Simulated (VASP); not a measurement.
# As (R-3m) in VASP: a series of runs

The runs below take As through single point, relaxation of cell and atoms, with PBEsol.

Everything below comes from runs of VASP 6.6.1. Logs are shortened: lines on timing, memory, paths and dates and some standing lists are left out, and cuts for length are marked.

## 1. The cell of the first run

The structure is trigonal, space group R-3m (No. 166). Conventional cell: a = 3.760 Å, b = 3.760 Å, c = 10.457 Å, α = 90.00°, β = 90.00°, γ = 120.00°. Within 3.3 Å of As (site symmetry 3m) lie 6 As at 2.52 to 3.10 Å.

## 2. Single point, PBEsol

INCAR reads:

```
PREC = Accurate ; ENCUT = 520
EDIFF = 1E-7 ; ISMEAR = 0
SIGMA = 0.1 ; LREAL = False
LASPH = True ; NELM = 100
ALGO = Normal ; ISIF = 2
LWAVE = False ; LCHARG = False
GGA = PS ; NBANDS = 12
```

KPOINTS reads:

```
Automatic mesh
0
Gamma
  6 6 6
```

POSCAR reads:

```
As
1.0
    1.8797500000      1.0852741700      3.4857666700
   -1.8797500000      1.0852741700      3.4857666700
    0.0000000000     -2.1705483400      3.4857666700
As
2
Direct
    0.2275400000      0.2275400000      0.2275400000
    0.7724600000      0.7724600000      0.7724600000
```

Potentials or basis: VASP PAW PBE potentials, release 64 (As).

Started as:

```bash
$ cat potpaw_PBE.64/As/POTCAR > POTCAR
$ mpirun -np 1 vasp_std > vasp.out
```

OUTCAR:

```text
PREC = Accurate
   ENCUT = 520
   EDIFF = 1E-7
   ISMEAR = 0
   LREAL = False
   LASPH = True
   NELM = 100
   ISIF = 2
   GGA = PS

 ion  position               nearest neighbor table
   1  0.228  0.228  0.228-   2 2.52   2 2.52   2 2.52
   2  0.772  0.772  0.772-   1 2.52   1 2.52   1 2.52

  LATTYP: Found a trigonal (rhomboedric) cell.
 ALAT       =     4.1063182249
 COS(alpha) =     0.5808929386

  Lattice vectors:

 A1 = (   1.8797500000,   1.0852741700,   3.4857666700)
 A2 = (  -1.8797500000,   1.0852741700,   3.4857666700)
 A3 = (   0.0000000000,  -2.1705483400,   3.4857666700)

Analysis of symmetry for initial positions (statically):
=====================================================================
 Subroutine PRICEL returns:
 Original cell was already a primitive cell.

 Routine SETGRP: Setting up the symmetry group for a
 trigonal (rhombohedral) supercell.

 Subroutine GETGRP returns: Found 12 space group operations
 (whereof 12 operations were pure point group operations)
 out of a pool of 12 trial point group operations.

The static configuration has the point symmetry D_3d.

Analysis of symmetry for dynamics (positions and initial velocities):
=====================================================================
 Subroutine PRICEL returns:
 Original cell was already a primitive cell.

 Routine SETGRP: Setting up the symmetry group for a
 trigonal (rhombohedral) supercell.

 Subroutine GETGRP returns: Found 12 space group operations
 (whereof 12 operations were pure point group operations)
 out of a pool of 12 trial point group operations.

The dynamic configuration has the point symmetry D_3d.

 Subroutine INISYM returns: Found 12 space group operations
 (whereof 12 operations are pure point group operations),
 and found     1 'primitive' translations

----------------------------------------------------------------------------------------

                                     Primitive cell

  volume of cell :      42.6667

  direct lattice vectors                    reciprocal lattice vectors
     1.879750000  1.085274170  3.485766670     0.265992818  0.153571025  0.095626978
    -1.879750000  1.085274170  3.485766670    -0.265992818  0.153571025  0.095626978
     0.000000000 -2.170548340  3.485766670     0.000000000 -0.307142050  0.095626978

  length of vectors
     4.106318225  4.106318225  4.106318226     0.321684252  0.321684252  0.321684252

[... 89 lines left out ...]
   TEBEG  =    0.0;   TEEND  =   0.0 temperature during run
   PSTRESS=    0.0 pullay stress
   NELECT =      10.0000    total number of electrons
   NUPDOWN=      -1.0000    fix difference up-down
   EMIN   =  10.00;   EMAX   =-10.00  energy-range for DOS
   EFERMI =   0.00;   METHOD = LEGACY
   ISMEAR =     0;   SIGMA  =   0.10  broadening in eV -4-tet -1-fermi 0-gaus
   EFERMI_NEDOS =   21; number of points for ismear=-14 and -15
   IALGO  =     38    algorithm
   IMIX   =      4    mixing-type and parameters
     AMIX     =   0.40;   BMIX     =  1.00
     AMIX_MAG =   1.60;   BMIX_MAG =  1.00
  volume/ion in A,a.u.               =      21.33       143.96
  Fermi-wavevector in a.u.,A,eV,Ry     =   1.009358  1.907410 13.861657  1.018803
  Thomas-Fermi vector in A             =   2.142281
   LORBIT       =      0    0 simple, 1 ext, 2 COOP (PROOUT), +10 PAW based schemes
   GGA     = PS    functional components
   LHFCALC =     F    Hartree Fock is set to
   AEXX    =    0.0000 exact exchange contribution
   IVDW    =     0    specifies the selected vdW correction
   LEPSILON=     F    determine dielectric tensor
   LRPA    =     F    only Hartree local field effects (RPA)
 non-spin polarized calculation
 Gauss-broadening in eV      SIGMA  =   0.10
  energy-cutoff  :      520.00
  volume of cell :       42.67
 maximum number of plane-waves:      1161
 NGX is ok and might be reduce to    32
   NGX = 15   NGY = 15   NGZ = 15

 number of electron      10.0000000 magnetization

 Free energy of the ion-electron system (eV)
  ---------------------------------------------------
  ext. energy  EPLUGINS =         0.00000000
  ---------------------------------------------------
  free energy    TOTEN  =       -10.24718125 eV

  energy without entropy =      -10.24559674  energy(sigma->0) =      -10.24638899

 E-fermi :   5.4518     XC(G=0): -10.1573

 val. band max:        5.0742668352   @ k =   0.5000   0.0000   0.0000
 cond. band min:       5.4520750889   @ k =   0.3333   0.1667   0.1667
 fundamental gap:      0.3778082537
 Fermi energy:         5.4518198490

 k-point     1 :       0.0000    0.0000    0.0000
  band No.  band energies     occupation
      1      -9.6671      2.00000
      2      -0.3303      2.00000
      3       2.8798      2.00000
      4       3.4311      2.00000
      5       3.4311      2.00000
      6       7.1805      0.00000
      7       8.3885      0.00000
      8       8.3885      0.00000
      9      12.1589      0.00000
     10      12.1589      0.00000
     11      12.5666      0.00000
     12      14.0981      0.00000
[... 331 lines left out ...]
 k-point    24 :      -0.3333    0.5000    0.1667
  band No.  band energies     occupation
      1      -6.6051      2.00000
      2      -4.7704      2.00000
      3      -0.7365      2.00000
      4       0.2787      2.00000
      5       3.2249      2.00000
      6       7.6793      0.00000
      7       9.2343      0.00000
      8      11.9421      0.00000
      9      12.0902      0.00000
     10      14.0221      0.00000
     11      17.2038      0.00000
     12      18.2856      0.00000

 [... further k-points ...]

------------------------ aborting loop because EDIFF is reached ----------------------------------------

  FORCE on cell =-STRESS in cart. coord.  units (eV):
  Direction    XX          YY          ZZ          XY          YZ          ZX
  --------------------------------------------------------------------------------------
  -------------------------------------------------------------------------------------
  Total        0.2563782      0.2563782     -0.2008672      0.0000000      0.0000000      0.0000000
  in kB        9.6272563      9.6272563     -7.5427641      0.0000000      0.0000000      0.0000000
  external PRESSURE =       3.9039162 kB  Pullay stress =       0.0000000 kB

 VOLUME and BASIS-vectors are now :
 -----------------------------------------------------------------------------
  energy-cutoff  :      520.00
  volume of cell :       42.67
      direct lattice vectors                 reciprocal lattice vectors
     1.879750000  1.085274170  3.485766670     0.265992818  0.153571025  0.095626978
    -1.879750000  1.085274170  3.485766670    -0.265992818  0.153571025  0.095626978
     0.000000000 -2.170548340  3.485766670     0.000000000 -0.307142050  0.095626978

 POSITION                                       TOTAL-FORCE (eV/Angst)
 -----------------------------------------------------------------------------------
      0.00000      0.00000      2.37945         0.000000      0.000000      0.119738
      0.00000      0.00000      8.07785         0.000000     -0.000000     -0.119738
 -----------------------------------------------------------------------------------
    total drift:                               -0.000000      0.000000     -0.000000

  FREE ENERGIE OF THE ION-ELECTRON SYSTEM (eV)
  ---------------------------------------------------
  free  energy   TOTEN  =       -10.2471812470 eV

  energy  without entropy=      -10.2455967407  energy(sigma->0) =      -10.24638899
```

OSZICAR:

```text
N       E                     dE             d eps       ncg     rms          rms(c)
DAV:   1     0.299097179332E+02    0.29910E+02   -0.42691E+03   768   0.699E+02
DAV:   2    -0.858951036587E+01   -0.38499E+02   -0.37027E+02  1052   0.115E+02
DAV:   3    -0.102702948006E+02   -0.16808E+01   -0.16761E+01   972   0.244E+01
DAV:   4    -0.102782017160E+02   -0.79069E-02   -0.79064E-02   880   0.193E+00
DAV:   5    -0.102782207384E+02   -0.19022E-04   -0.19022E-04   948   0.103E-01    0.340E+00
DAV:   6    -0.102584749375E+02    0.19746E-01   -0.45358E-03   888   0.386E-01    0.202E+00
DAV:   7    -0.102471294330E+02    0.11346E-01   -0.10465E-02   880   0.599E-01    0.645E-02
DAV:   8    -0.102471718080E+02   -0.42375E-04   -0.20044E-04   900   0.877E-02    0.172E-02
DAV:   9    -0.102471816295E+02   -0.98215E-05   -0.12519E-05   940   0.225E-02    0.775E-03
DAV:  10    -0.102471812190E+02    0.41050E-06   -0.12268E-06   904   0.586E-03    0.128E-03
DAV:  11    -0.102471812470E+02   -0.27982E-07   -0.14516E-07   796   0.232E-03
   1 F= -.10247181E+02 E0= -.10246389E+02  d E =-.158451E-02
```

stdout:

```text
POSCAR found type information on POSCAR As
 POSCAR found :  1 types and       2 ions
 scaLAPACK will be used
 -----------------------------------------------------------------------------
|                                                                             |
|                                                                             |
|     You enforced a specific xc type in the INCAR file but a different       |
|     I HOPE YOU KNOW WHAT YOU ARE DOING!                                     |
|                                                                             |
 -----------------------------------------------------------------------------

 LDA part: xc-table for (Slater+PW92), standard interpolation
 POSCAR, INCAR and KPOINTS ok, starting setup
 FFT: planning ... GRIDC
 FFT: planning ... GRID_SOFT
 FFT: planning ... GRID
 WAVECAR not read
 entering main loop
```

Run time: 18 s. Hardware: 1 thread of Intel Xeon 8259CL, shared host; peak memory 0.17 GiB.

Results:

* Free energy: -10.2472 eV
* Pressure: 0.4 GPa
* Largest force: 0.120 eV/Å
* Band gap on the k mesh: zero (bands 5 and 6 overlap by 0.38 eV)

Forces in eV/Å, atoms in the order of the input:
```
As   0.000  0.000  0.120
As   0.000  0.000 -0.120
```

Stress tensor (GPa, compression positive):
```
 0.96  0.00  0.00
 0.00  0.96  0.00
 0.00  0.00 -0.75
```

Caveat: the PAW data sets were made with another functional, which shifts forces and pressure a little.

## 3. Single point, PBEsol

This run uses another cell than the first one, of 20.86 Å³/atom.

INCAR reads:

```
PREC     = Accurate       # precision mode
ENCUT    = 520            # plane-wave cutoff, eV
EDIFF    = 1E-6           # SCF threshold, eV
ISMEAR   = 0              # smearing method
SIGMA    = 0.1            # smearing width, eV
LREAL    = F              # projectors in reciprocal space
LASPH    = T              # aspherical terms in the spheres
NELM     = 80             # most SCF steps
ALGO     = Normal         # electronic algorithm
ISIF     = 2              # what is computed and relaxed
LWAVE    = F              # write WAVECAR
LCHARG   = F              # write CHGCAR
GGA      = PS             # functional
NBANDS   = 12             # bands
```

KPOINTS reads:

```
regular mesh
0
Gamma
  15 15 15
```

POSCAR reads:

```
As
1.0
    1.8909704620      1.0917523053      3.3680828135
   -1.8909704620      1.0917523053      3.3680828135
    0.0000000000     -2.1835046105      3.3680828135
As
2
Direct
    0.2301848442      0.2301848442      0.2301848442
    0.7698151558      0.7698151558      0.7698151558
```

Potentials or basis: VASP PAW PBE potentials, release 64 (As).

Started as:

```bash
$ cat potpaw_PBE.64/As/POTCAR > POTCAR
$ mpirun -np 1 vasp_std > vasp.out
```

Wall time 3.3 min (1 thread of Intel Xeon 8259CL, shared host); peak memory 0.28 GiB.

The run converged. Its results:

```
Free energy            : -10.2148 eV
Pressure               : 0.4 GPa
Largest force          : 0.055 eV/Å
Band gap on the k mesh : zero (bands 5 and 6 overlap by 0.14 eV)
```

Forces on the atoms (eV/Å):
```
As   0.000  0.000  0.055
As   0.000  0.000 -0.055
```

Stress tensor (GPa, compression positive):
```
0.42 0.00 0.00
0.00 0.42 0.00
0.00 0.00 0.28
```

Levels at points of the mesh, in eV from the Fermi level:
| k point | band 2 | band 3 | band 4 | band 5 | band 6 | band 7 | band 8 | band 9 |
| --- | --- | --- | --- | --- | --- | --- | --- | --- |
| (0.00, 0.00, 0.00) | -5.56 | -2.39 | -2.07 | -2.07 | 2.07 | 3.12 | 3.12 | 6.45 |

Caveat: the PAW data sets were made with another functional, which shifts forces and pressure a little.

(Part 1 of 2 ends here.)

The gap in the log of VASP goes by the Fermi energy; the results here count the filled bands.